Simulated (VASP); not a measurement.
# Pt (P6_3/mmc) in VASP: a series of runs

Runs on Pt. Level: revPBE. Tasks: relaxation of cell and atoms, single point.

Program: VASP 6.6.1. These are calculated values, not measurements. Logs are shortened: lines on timing, memory, paths and dates and some standing lists are left out, and cuts for length are marked.

### 1 The cell of the first run

Symmetry: P6_3/mmc, No. 194, hexagonal system. The conventional cell has a = 2.774 Å, b = 2.774 Å, c = 4.530 Å, α = 90.00°, β = 90.00°, γ = 120.00°. Pt (site symmetry -6m2) has 12 Pt at 2.77 Å within 3.7 Å.

### 2 Relaxation of cell and atoms, revPBE

Input file INCAR:

```
SYSTEM = Pt
ALGO = Normal ; EDIFF = 1E-6
EDIFFG = -0.01 ; ENCUT = 600
GGA = RE ; IBRION = 2
ISIF = 3 ; ISMEAR = -1
LASPH = .TRUE. ; LCHARG = .FALSE.
LREAL = .FALSE. ; LWAVE = .FALSE.
NELM = 60 ; NSW = 80
PREC = Accurate ; SIGMA = 0.1
```

Input file KPOINTS:

```
k-points
0
G
  13 13 7
  0 0 0
```

Input file POSCAR:

```
Pt
1.0
    2.7740467412      0.0000000000      0.0000000000
   -1.3870233706      2.4023949491      0.0000000000
    0.0000000000      0.0000000000      4.5300183283
Pt
2
Direct
    0.3333333333      0.6666666667      0.2500000000
    0.6666666667      0.3333333333      0.7500000000
```

Potentials or basis: VASP PAW PBE potentials, release 64 (Pt).

The run is started by

```
$ cat potpaw_PBE.64/Pt/POTCAR > POTCAR
$ mpirun -np 1 vasp_std > vasp.out
```

OUTCAR:

```text
SYSTEM = Pt
   EDIFF = 1E-6
   EDIFFG = -0.01
   ENCUT = 600
   GGA = RE
   IBRION = 2
   ISIF = 3
   ISMEAR = -1
   LASPH = .TRUE.
   LREAL = .FALSE.
   NELM = 60
   NSW = 80
   PREC = Accurate

 ion  position               nearest neighbor table
   1  0.333  0.667  0.250-   2 2.77   2 2.77   2 2.77   2 2.77   2 2.77   2 2.77
   2  0.667  0.333  0.750-   1 2.77   1 2.77   1 2.77   1 2.77   1 2.77   1 2.77

  LATTYP: Found a hexagonal cell.
 ALAT       =     2.7740467412
 C/A-ratio  =     1.6330000000

  Lattice vectors:

 A1 = (   2.7740467412,   0.0000000000,   0.0000000000)
 A2 = (  -1.3870233706,   2.4023949491,   0.0000000000)
 A3 = (   0.0000000000,   0.0000000000,   4.5300183283)

Analysis of symmetry for initial positions (statically):
=====================================================================
 Subroutine PRICEL returns:
 Original cell was already a primitive cell.

 Routine SETGRP: Setting up the symmetry group for a
 hexagonal supercell.

 Subroutine GETGRP returns: Found 24 space group operations
 (whereof 12 operations were pure point group operations)
 out of a pool of 24 trial point group operations.

The static configuration has the point symmetry D_3d.
 The point group associated with its full space group is D_6h.

Analysis of symmetry for dynamics (positions and initial velocities):
=====================================================================
 Subroutine PRICEL returns:
 Original cell was already a primitive cell.

 Routine SETGRP: Setting up the symmetry group for a
 hexagonal supercell.

 Subroutine GETGRP returns: Found 24 space group operations
 (whereof 12 operations were pure point group operations)
 out of a pool of 24 trial point group operations.

The dynamic configuration has the point symmetry D_3d.
 The point group associated with its full space group is D_6h.

 Subroutine INISYM returns: Found 24 space group operations
 (whereof 12 operations are pure point group operations),
 and found     1 'primitive' translations

----------------------------------------------------------------------------------------

                                     Primitive cell

  volume of cell :      30.1897

  direct lattice vectors                    reciprocal lattice vectors
     2.774046741  0.000000000  0.000000000     0.360484193  0.208125646  0.000000000
    -1.387023371  2.402394949  0.000000000     0.000000000  0.416251291  0.000000000
     0.000000000  0.000000000  4.530018328     0.000000000  0.000000000  0.220749659

  length of vectors
     2.774046741  2.774046741  4.530018328     0.416251291  0.416251291  0.220749659

  position of ions in fractional coordinates (direct lattice)
     0.333333333  0.666666667  0.250000000
     0.666666667  0.333333333  0.750000000

  ion indices of the primitive-cell ions
   primitive index   ion index
                 1           1
                 2           2

----------------------------------------------------------------------------------------

 KPOINTS: k-points

Automatic generation of k-mesh.
 Grid dimensions read from file:
 generate k-points for:   13   13    7

 Generating k-lattice:

  Cartesian coordinates                     Fractional coordinates (reciprocal lattice)
     0.027729553  0.016009665  0.000000000     0.076923077 -0.000000000  0.000000000
     0.000000000  0.032019330  0.000000000     0.000000000  0.076923077  0.000000000
     0.000000000  0.000000000  0.031535666     0.000000000  0.000000000  0.142857143

  Length of vectors
     0.032019330  0.032019330  0.031535666

  Shift w.r.t. Gamma in fractional coordinates (k-lattice)
     0.000000000  0.000000000  0.000000000

 Subroutine IBZKPT returns following result:
 ===========================================

 Found     84 irreducible k-points:

 Following reciprocal coordinates:
            Coordinates               Weight
  0.000000  0.000000  0.000000      1.000000
  0.076923  0.000000  0.000000      6.000000
  0.153846  0.000000  0.000000      6.000000
  0.230769  0.000000  0.000000      6.000000
  0.307692  0.000000  0.000000      6.000000
  0.384615  0.000000  0.000000      6.000000
[... 16 lines left out ...]
  0.076923  0.000000  0.142857     12.000000
  0.153846  0.000000  0.142857     12.000000
 [... further k-points ...]
   k-points           NKPTS =     84   k-points in BZ     NKDIM =     84   number of bands    NBANDS=     14
   number of dos      NEDOS =    301   number of ions     NIONS =      2
   total plane-waves  NPLWV =  20736
   dimension x,y,z NGX =    24 NGY =   24 NGZ =   36
   dimension x,y,z NGXF=    48 NGYF=   48 NGZF=   72
   ions per type =               2
   NGX,Y,Z   is equivalent  to a cutoff of  14.38, 14.38, 13.21 a.u.
   NGXF,Y,Z  is equivalent  to a cutoff of  28.77, 28.77, 26.42 a.u.
 SYSTEM =  Pt
   PREC   = accura    normal or accurate (medium, high low for compatibility)
   ISTART =      0    job   : 0-new  1-cont  2-samecut
   ICHARG =      2    charge: 1-file 2-atom 10-const
   ISPIN  =      1    spin polarized calculation?
   LNONCOLLINEAR =      F non collinear calculations
   LSORBIT =      F    spin-orbit coupling
   LASPH  =      T    aspherical Exc in radial PAW
   ENCUT  =  600.0 eV  44.10 Ry    6.64 a.u.   5.54  5.54  9.05*2*pi/ulx,y,z
   NELM   =     60;   NELMIN=  2; NELMDL= -5     # of ELM steps
   EDIFF  = 0.1E-05   stopping-criterion for ELM
   LREAL  =      F    real-space projection
   EDIFFG = -.1E-01   stopping-criterion for IOM
   NSW    =     80    number of steps for IOM
   IBRION =      2    ionic relax: 0-MD 1-quasi-New 2-CG
   NFREE  =      1    steps in history (QN), initial steepest desc. (CG)
   ISIF   =      3    stress and relaxation
   ISYM   =      2    0-nonsym 1-usesym 2-fastsym
   POTIM  = 0.5000    time-step for ionic-motion
   TEBEG  =    0.0;   TEEND  =   0.0 temperature during run
   PSTRESS=    0.0 pullay stress
   NELECT =      20.0000    total number of electrons
   NUPDOWN=      -1.0000    fix difference up-down
   EMIN   =  10.00;   EMAX   =-10.00  energy-range for DOS
   EFERMI =   0.00;   METHOD = LEGACY
   ISMEAR =    -1;   SIGMA  =   0.10  broadening in eV -4-tet -1-fermi 0-gaus
   EFERMI_NEDOS =   21; number of points for ismear=-14 and -15
   IALGO  =     38    algorithm
   IMIX   =      4    mixing-type and parameters
     AMIX     =   0.40;   BMIX     =  1.00
     AMIX_MAG =   1.60;   BMIX_MAG =  1.00
  volume/ion in A,a.u.               =      15.09       101.86
  Fermi-wavevector in a.u.,A,eV,Ry     =   1.427136  2.696897 27.711231  2.036718
  Thomas-Fermi vector in A             =   2.547338
   LORBIT       =      0    0 simple, 1 ext, 2 COOP (PROOUT), +10 PAW based schemes
   GGA     = RE    functional components
   LHFCALC =     F    Hartree Fock is set to
   AEXX    =    0.0000 exact exchange contribution
   IVDW    =     0    specifies the selected vdW correction
   LEPSILON=     F    determine dielectric tensor
   LRPA    =     F    only Hartree local field effects (RPA)
 conjugate gradient relaxation of ions
 non-spin polarized calculation
  energy-cutoff  :      600.00
  volume of cell :       30.19
 maximum number of plane-waves:      1032
 NGX is ok and might be reduce to    24
   NGX = 11   NGY = 11   NGZ = 19

--------------------------------------- Ionic step        1  -------------------------------------------

 number of electron      20.0000002 magnetization

 Free energy of the ion-electron system (eV)
  ---------------------------------------------------
  ext. energy  EPLUGINS =         0.00000000
  ---------------------------------------------------
  free energy    TOTEN  =       -11.00769441 eV

  energy without entropy =      -10.88410942  energy(sigma->0) =      -10.94590191

------------------------ aborting loop because EDIFF is reached ----------------------------------------

  FORCE on cell =-STRESS in cart. coord.  units (eV):
  Direction    XX          YY          ZZ          XY          YZ          ZX
  --------------------------------------------------------------------------------------
  -------------------------------------------------------------------------------------
  Total        2.1910958      2.1910958      3.7399923      0.0000000      0.0000000      0.0000000
  in kB      116.2823507    116.2823507    198.4829264      0.0000000      0.0000000      0.0000000
  external PRESSURE =     143.6825426 kB  Pullay stress =       0.0000000 kB
[... 21 lines left out ...]
  energy  without entropy=      -10.8841094226  energy(sigma->0) =      -10.94590191

--------------------------------------- Ionic step        2  -------------------------------------------

 number of electron      19.9999996 magnetization

 E-fermi :   8.0303     XC(G=0): -12.3142

 val. band max:        8.0237600829   @ k =   0.3077   0.0000   0.0000
 cond. band min:       8.0313542416   @ k =   0.3077   0.1538   0.1429
 fundamental gap:      0.0075941587
 Fermi energy:         8.0302744205

 k-point     1 :       0.0000    0.0000    0.0000
  band No.  band energies     occupation
      1      -0.1905      2.00000
      2       2.3844      2.00000
      3       5.0720      2.00000
      4       5.3522      2.00000
      5       5.3522      2.00000
      6       5.6645      2.00000
      7       5.6645      2.00000
      8       6.4660      2.00000
      9       6.4660      2.00000
     10       7.8206      1.78122
     11       7.8206      1.78122
     12       8.1074      0.63240
     13      12.1608      0.00000
     14      23.1093      0.00000
[... 640 lines left out ...]
  energy  without entropy=      -10.9863513487  energy(sigma->0) =      -11.04504417

--------------------------------------- Ionic step        9  -------------------------------------------

 number of electron      20.0000004 magnetization

 Free energy of the ion-electron system (eV)
  ---------------------------------------------------
  ext. energy  EPLUGINS =         0.00000000
  ---------------------------------------------------
  free energy    TOTEN  =       -11.10393776 eV

  energy without entropy =      -10.98676097  energy(sigma->0) =      -11.04534937

 E-fermi :  10.2847     XC(G=0): -13.1145

 val. band max:       10.2824008691   @ k =   0.3846   0.1538   0.0000
 cond. band min:      10.2898658657   @ k =   0.3846   0.0000   0.0000
 fundamental gap:      0.0074649966
 Fermi energy:        10.2847405997

 k-point     1 :       0.0000    0.0000    0.0000
  band No.  band energies     occupation
      1       0.7073      2.00000
      2       3.3692      2.00000
      3       6.4769      2.00000
      4       6.9237      2.00000
      5       6.9237      2.00000
      6       7.2962      2.00000
      7       7.2962      2.00000
      8       8.4380      2.00000
      9       8.4380      2.00000
     10       9.6865      1.99497
     11      10.0412      1.83897
     12      10.0412      1.83897
     13      15.0358      0.00000
     14      25.3505      0.00000
[... 420 lines left out ...]
  FREE ENERGIE OF THE ION-ELECTRON SYSTEM (eV)
  ---------------------------------------------------
  free  energy   TOTEN  =       -11.1039377616 eV

  energy  without entropy=      -10.9867609699  energy(sigma->0) =      -11.04534937

 reached required accuracy - stopping structural energy minimisation
```

Wall time 78 s (1 thread of Intel Xeon 6975P-C (Granite Rapids), shared host); peak memory 0.19 GiB.

What came out:

```
Free energy                            : -11.1039 eV
Relaxed volume                         : 15.94 Å³/atom
Relaxed cell                           : a = 2.777 Å, b = 2.777 Å, c = 4.773 Å, α = 90.00°, β = 90.00°, γ = 120.00°
Space group after relaxing (to 0.05 Å) : P6_3/mmc (No. 194)
Energy gained by relaxing              : 48.1 meV/atom
Ionic steps                            : 9
Pressure after relaxing                : 0.0 GPa
Band gap on the k mesh                 : zero (band 10 reaches 10.65 eV, above the bottom of band 11 at 9.55 eV)
```

The path:
```tsv
step	energy change (eV)	largest force (eV/Å)	pressure (GPa)	volume (Å³)
1	0.0000	0.0000	14.37	30.19
2	0.2657	0.0000	-21.28	36.48
3	-0.0792	0.0000	-1.35	32.04
4	-0.0794	0.0000	-0.81	31.96
5	-0.0936	0.0000	-0.23	31.88
6	-0.0962	0.0000	0.30	31.83
7	-0.0962	0.0000	0.32	31.83
8	-0.0960	0.0000	-0.67	31.96
9	-0.0962	0.0000	0.03	31.87
```

Final structure:
```
Pt
1.0
     2.77670    0.00000    0.00000
    -1.38835    2.40469    0.00000
     0.00000    0.00000    4.77306
Pt
2
Direct
  0.33333 0.66667 0.25000
  0.66667 0.33333 0.75000
```

Levels at points of the mesh, in eV from the Fermi level:
```csv
k point,band 7,band 8,band 9,band 10,band 11,band 12,band 13,band 14
"(0.00, 0.00, 0.00)",-2.99,-1.85,-1.85,-0.60,-0.24,-0.24,4.75,15.07
```

Caveat: the PAW data sets were made with another functional, which shifts forces and pressure a little; spin-orbit coupling is left out, which moves the levels of the heavy elements.

### 3 Single point, revPBE

This run uses another cell than the first one, of 15.97 Å³/atom, 1.058 times its volume.

Input file INCAR:

```
PREC = Accurate ; ENCUT = 520
EDIFF = 1E-7 ; ISMEAR = -1
SIGMA = 0.1 ; LREAL = F
LASPH = T ; NELM = 60
ALGO = Normal ; ISIF = 2
LWAVE = F ; LCHARG = F
GGA = RE ; NBANDS = 17
```

Input file KPOINTS:

```
Automatic mesh
0
Gamma
  21 21 11
```

Input file POSCAR:

```
Pt
1.0
    2.7776747849      0.0000000000      0.0000000000
   -1.3888373925      2.4055369272      0.0000000000
    0.0000000000      0.0000000000      4.7788269243
Pt
2
Direct
    0.3333333333      0.6666666667      0.2500000000
    0.6666666667      0.3333333333      0.7500000000
```

Potentials or basis: VASP PAW PBE potentials, release 64 (Pt).

The run is started by

```
$ cat potpaw_PBE.64/Pt/POTCAR > POTCAR
$ mpirun -np 1 vasp_std > vasp.out
```

Wall time 68 s (1 thread of Intel Xeon Platinum 8375C at 2.90GHz (Ice Lake), shared host); peak memory 0.26 GiB.

It converged, with:

| Item | Value |
| --- | --- |
| Free energy | -11.1056 eV |
| Pressure | -0.5 GPa |
| Band gap on the k mesh | zero (band 10 reaches 10.67 eV, above the bottom of band 11 at 9.48 eV) |

Stress tensor (GPa, compression positive):
```
-0.41  0.00  0.00
 0.00 -0.41  0.00
 0.00  0.00 -0.62
```

Levels at points of the mesh, in eV from the Fermi level:
```csv
k point,band 8,band 9,band 10,band 11,band 12,band 13
"(0.00, 0.00, 0.00)",-1.83,-1.83,-0.59,-0.24,-0.24,4.73
```

Caveat: the PAW data sets were made with another functional, which shifts forces and pressure a little; spin-orbit coupling is left out, which moves the levels of the heavy elements.
